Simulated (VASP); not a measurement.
Wanted: the native input for a VASP 6.6.1 run.

```
Task                   : single point
Functional             : PBEsol
Potentials or basis    : VASP PAW PBE potentials, release 64 (Mo_sv)
Cutoff                 : 520 eV
k mesh                 : 24 × 24 × 24
Occupations            : gaussian, width 0.15 eV
Spin                   : no spin polarisation
Dipole correction      : no
Further INCAR settings : ALGO = Fast; EDIFF = 1e-06; NBANDS = 13
```

The structure of Mo lies in POSCAR:

```
Mo
1.0
    2.6052186534      0.0000000000      0.0000000000
   -1.3026093267      2.2561855362      0.0000000000
    0.0000000000      0.0000000000      2.6166746292
Mo
1
Direct
    0.0000000000      0.0000000000      0.5000000000
```

This cell differs from its parent crystal: strain -0.050 along x and y, +0.050 along z.

One way to write it, as run:

INCAR

```
PREC = Accurate
ENCUT = 520
EDIFF = 1E-6
ISMEAR = 0
SIGMA = 0.15
LREAL = F
LASPH = T
NELM = 100
ALGO = Fast
ISIF = 2
LWAVE = F
LCHARG = F
GGA = PS
NBANDS = 13
```

KPOINTS

```
Automatic mesh
0
Gamma
  24 24 24
```

Potentials or basis: VASP PAW PBE potentials, release 64 (Mo_sv).

Run with:

```bash
$ cat potpaw_PBE.64/Mo_sv/POTCAR > POTCAR
$ mpirun -np 1 vasp_std > vasp.out
```

Results of the run:

The pressure is 17.5 GPa. The band gap on the k mesh is zero (band 7 reaches 13.76 eV, above the bottom of band 8 at 11.65 eV).

Caveat: the cell differs from its parent crystal (strain -0.050 along x and y, +0.050 along z); the PAW data sets were made with another functional, which shifts forces and pressure a little.

Wall time 53 s on 1 thread of Intel(R) Xeon(R) 6975P-C (Granite Rapids) (shared host), peak memory 0.24 GiB.
